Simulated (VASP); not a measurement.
Input of a VASP 6.6.1 run:

The input INCAR:

```
SYSTEM = Rh
PREC = Accurate ; ENCUT = 520
EDIFF = 1E-7 ; ISMEAR = 1
SIGMA = 0.05 ; LREAL = .False.
LASPH = .True. ; NELM = 80
ALGO = Normal ; ISIF = 2
LWAVE = .False. ; LCHARG = .False.
GGA = PE ; NBANDS = 14
```

Contents of KPOINTS:

```
regular mesh
0
Gamma
  15 15 15
  0 0 0
```

File POSCAR:

```
Rh
1.0
    0.0000000000      1.8851123679      1.8851123679
    1.8851123679      0.0000000000      1.8851123679
    1.8851123679      1.8851123679      0.0000000000
Rh
1
Direct
    0.0000000000      0.0000000000      0.0000000000
```

Potentials or basis: VASP PAW PBE potentials, release 64 (Rh_pv).

Command:

```console
$ cat potpaw_PBE.64/Rh_pv/POTCAR > POTCAR
$ mpirun -np 1 vasp_std > vasp.out
```

**Question.** What does it give for the pressure?

**Answer.** 13.7 GPa.
